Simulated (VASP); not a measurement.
Write the native input for VASP 6.6.1 that does the following.

| Item | Value |
| --- | --- |
| Task | single point |
| Functional | HSE06 |
| Potentials or basis | VASP PAW PBE potentials, release 64 (Sn_d, S) |
| Cutoff | 400 eV |
| k mesh | 6 × 6 × 2 |
| Occupations | gaussian, width 0.01 eV |
| Spin | no spin polarisation |
| Dipole correction | no |
| Grid for exact exchange (PRECFOCK) | Normal |
| Further INCAR settings | ALGO = Normal; EDIFF = 1e-06; NBANDS = 20 |
| Share of exact exchange | 0.25 |
| Screening parameter | 0.2079 1/Å |

Crystal: SnS2.

```
Sn S
1.0
     3.66075    0.00000    0.00000
    -1.83038    3.17031    0.00000
     0.00000    0.00000    5.96178
Sn S
1 2
Direct
  0.00000 0.00000 0.00000
  0.33333 0.66667 0.24559
  0.66667 0.33333 0.75441
```

These files were run (other wordings do the same):

POSCAR

```
SnS2
1.0
    3.6607548086      0.0000000000      0.0000000000
   -1.8303774043      3.1703066613      0.0000000000
    0.0000000000      0.0000000000      5.9617808839
Sn S
1 2
Direct
    0.0000000000      0.0000000000      0.0000000000
    0.3333333333      0.6666666667      0.2455905344
    0.6666666667      0.3333333333      0.7544094656
```

INCAR.step1

```
SYSTEM = SnS2
PREC = Accurate ; ENCUT = 400
EDIFF = 1E-5 ; ISMEAR = 0
SIGMA = 0.01 ; LREAL = .FALSE.
LASPH = .TRUE. ; NELM = 120
ALGO = Normal ; ISIF = 2
LWAVE = .TRUE. ; LCHARG = .FALSE.
NBANDS = 20 ; GGA = PE
GGA_COMPAT = .FALSE.
```

INCAR.step2

```
SYSTEM = SnS2
PREC = Accurate ; ENCUT = 400
EDIFF = 1E-6 ; ISMEAR = 0
SIGMA = 0.01 ; LREAL = .FALSE.
LASPH = .TRUE. ; NELM = 120
ALGO = Normal ; ISIF = 2
LWAVE = .FALSE. ; LCHARG = .FALSE.
GGA = PE ; LHFCALC = .TRUE.
HFSCREEN = 0.2079 ; PRECFOCK = Normal
NBANDS = 20 ; ISTART = 1
GGA_COMPAT = .FALSE.
```

KPOINTS

```
Automatic mesh
0
G
  6 6 2
  0 0 0
```

Potentials or basis: VASP PAW PBE potentials, release 64 (Sn_d, S).

Command:

```sh
$ cat potpaw_PBE.64/Sn_d/POTCAR potpaw_PBE.64/S/POTCAR > POTCAR
$ cp INCAR.step1 INCAR
$ mpirun -np 1 vasp_std > vasp.out
$ cp INCAR.step2 INCAR
$ mpirun -np 1 vasp_std > vasp.out
```

Results of the run:

```
Pressure               : -0.3 GPa
Largest force          : 0.265 eV/Å
Band gap on the k mesh : 2.43 eV (least direct gap 2.80 eV)
```

Caveat: the k points lie up to 0.53 Å⁻¹ apart; the PAW data sets were made with another functional, which shifts forces and pressure a little; spin-orbit coupling is left out, which moves the levels of the heavy elements; this functional lacks dispersion, which binds the layers, so the pressure and a relaxed spacing across them are unreliable.

Run time: 23 min on 1 thread of Intel(R) Xeon(R) Platinum 8259CL CPU @ 2.50GHz (Skylake/Cascade Lake), on a shared host, peak memory 0.27 GiB.
